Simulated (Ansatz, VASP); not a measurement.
## Two plane-wave programs on Ga2PN

```
N Ga P
1.0
     3.53091    0.00000    0.00000
     0.00000    3.53091    0.00000
     0.00000    0.00000    4.95713
N Ga P
1 2 1
Direct
  0.00000 0.00000 0.00000
  0.00000 0.50000 0.79278
  0.50000 0.00000 0.20722
  0.50000 0.50000 0.50000
```

Alike in both runs: task single point; functional PBE; k mesh 8 × 8 × 6; occupations fermi-dirac, width 0.02 eV; no spin polarisation.

|  | VASP | Ansatz |
| --- | --- | --- |
| version | VASP 6.6.1 | Ansatz 0.2.0 |
| potentials or method | VASP PAW PBE potentials, release 64 (N, Ga_d, P) | plane waves, PAW |
| plane-wave cutoff (eV) | 520 | 420 |
| valence electrons in the cell | 36 | 36 |

VASP gave:

```
pressure (GPa)                     : 3.7
rms of the force components (eV/Å) : 0.015
```

Problem. Which values does Ansatz return?

Solution. Pressure (GPa): 3.7; rms of the force components (eV/Å): 0.000.
